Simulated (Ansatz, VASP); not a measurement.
## ZnSe in VASP and in Ansatz

INCAR

```
SYSTEM = ZnSe
  PREC = Accurate
  ENCUT = 520
  EDIFF = 1E-7
  ISMEAR = -1
  SIGMA = 0.2
  LREAL = .False.
  LASPH = .True.
  NELM = 100
  ALGO = Normal
  ISIF = 2
  LWAVE = .False.
  LCHARG = .False.
  GGA = PS
  NBANDS = 16
```

KPOINTS

```
Automatic mesh
0
Gamma
  6 6 6
  0 0 0
```

Contents of POSCAR:

```
ZnSe
1.0
    3.3251530431      0.0000000000      0.0000000000
    0.0000000000      3.3251530431      0.0000000000
    0.0000000000      0.0000000000      3.3251530431
Zn Se
1 1
Direct
    0.0000000000      0.0000000000      0.0000000000
    0.5000000000      0.5000000000      0.5000000000
```

Input for Ansatz:

```yaml
crystal:
  lattice:
    - [3.3251530431, 0.0, 0.0]
    - [0.0, 3.3251530431, 0.0]
    - [0.0, 0.0, 3.3251530431]
  atoms:
    - { symbol: Zn, position: [0.0, 0.0, 0.0] }
    - { symbol: Se, position: [0.5, 0.5, 0.5] }
kpoints:
  mp_grid: { grid: [6, 6, 6] }
hamiltonian:
  xc: pbesol
scf:
  occupations: { method: fermi_dirac, width: 0.2 }
  n_extra_bands: 4
output:
  forces: true
  stress: true
  eigenvalues: true
```

Alike in both runs: task single point; functional PBEsol; k mesh 6 × 6 × 6; occupations fermi-dirac, width 0.2 eV; no spin polarisation.

|  | VASP | Ansatz |
| --- | --- | --- |
| version | VASP 6.6.1 | Ansatz 0.2.0 |
| potentials or method | VASP PAW PBE potentials, release 64 (Zn, Se) | plane waves |
| plane-wave cutoff (eV) | 520 | 420 |
| valence electrons in the cell | 18 | 28 |

Ansatz gave:

- pressure (GPa): -2.6

What did VASP give for the same quantities?

Pressure (GPa): -2.4.

VASP's potentials were made for PBE, not for PBEsol. VASP's potentials hold 18 valence electrons a cell and Ansatz's 28, so a difference there can come from the potentials and not from the codes.
